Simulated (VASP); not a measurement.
Write the native input for VASP 6.6.1 that does the following.

- Task: G0W0 quasiparticle levels
- Functional: PBE
- Potentials or basis: VASP PAW PBE potentials, release 64 (Mg_GW, O_GW)
- Cutoff: 500 eV
- k mesh: 4 × 4 × 4
- Occupations: gaussian, width 0.01 eV
- Spin: no spin polarisation
- Dipole correction: no
- GW scheme: G0W0
- GW iterations: 1
- Cutoff of the response function: 100
- Frequency points: 48
- Empty bands: 150
- Further INCAR settings: ALGO = EVGW0; EDIFF = 1e-08; NBANDS = 154

MgO:

```xyz
2
Lattice="2.6233 0.0000 0.0000 0.0000 2.6233 0.0000 0.0000 0.0000 2.6233" Properties=species:S:1:pos:R:3 pbc="T T T"
Mg    0.0000    0.0000    0.0000
O     1.3117    1.3117    1.3117
```

These files were run (other wordings do the same):

POSCAR

```
MgO
1.0
    2.6233491278      0.0000000000      0.0000000000
    0.0000000000      2.6233491278      0.0000000000
    0.0000000000      0.0000000000      2.6233491278
Mg O
1 1
Direct
    0.0000000000      0.0000000000      0.0000000000
    0.5000000000      0.5000000000      0.5000000000
```

INCAR.step1

```
PREC = Accurate ; ENCUT = 500
EDIFF = 1E-8 ; ISMEAR = 0
SIGMA = 0.01 ; LREAL = False
LASPH = True ; NELM = 80
ALGO = Normal ; LWAVE = True
LCHARG = False ; GGA = PE
```

INCAR.step2

```
PREC = Accurate ; ENCUT = 500
EDIFF = 1E-8 ; ISMEAR = 0
SIGMA = 0.01 ; LREAL = False
LASPH = True ; NELM = 1
ALGO = Exact ; LWAVE = True
LCHARG = False ; GGA = PE
NBANDS = 154 ; LOPTICS = True
ISTART = 1
```

INCAR.step3

```
PREC = Accurate ; ENCUT = 500
EDIFF = 1E-8 ; ISMEAR = 0
SIGMA = 0.01 ; LREAL = False
LASPH = True ; ALGO = EVGW0
LWAVE = False ; LCHARG = False
GGA = PE ; NELMGW = 1
NBANDS = 154 ; ENCUTGW = 100.0
NOMEGA = 48 ; PRECFOCK = Fast
ISTART = 1 ; NBANDSGW = 12
```

KPOINTS

```
Automatic mesh
0
Gamma
  4 4 4
```

Potentials or basis: VASP PAW PBE potentials, release 64 (Mg_GW, O_GW).

Run with:

```bash
$ cat potpaw_PBE.64/Mg_GW/POTCAR potpaw_PBE.64/O_GW/POTCAR > POTCAR
$ cp INCAR.step1 INCAR
$ mpirun -np 1 vasp_std > vasp.out
$ cp INCAR.step2 INCAR
$ mpirun -np 1 vasp_std > vasp.out
$ cp INCAR.step3 INCAR
$ mpirun -np 1 vasp_std > vasp.out
```

It gave:

The band gap on the k mesh, mean-field level is 2.59 eV, indirect (least direct gap 3.61 eV). The quasiparticle gap is 4.39 eV and the least direct quasiparticle gap is 5.55 eV.

Caveat: the k points lie up to 0.60 Å⁻¹ apart; bands, screening cutoff and mesh are small and nothing is extrapolated, so the quasiparticle values aren't converged.

Wall time 120 s on 1 thread of AMD EPYC 7R13, on a shared host, peak memory 0.18 GiB.
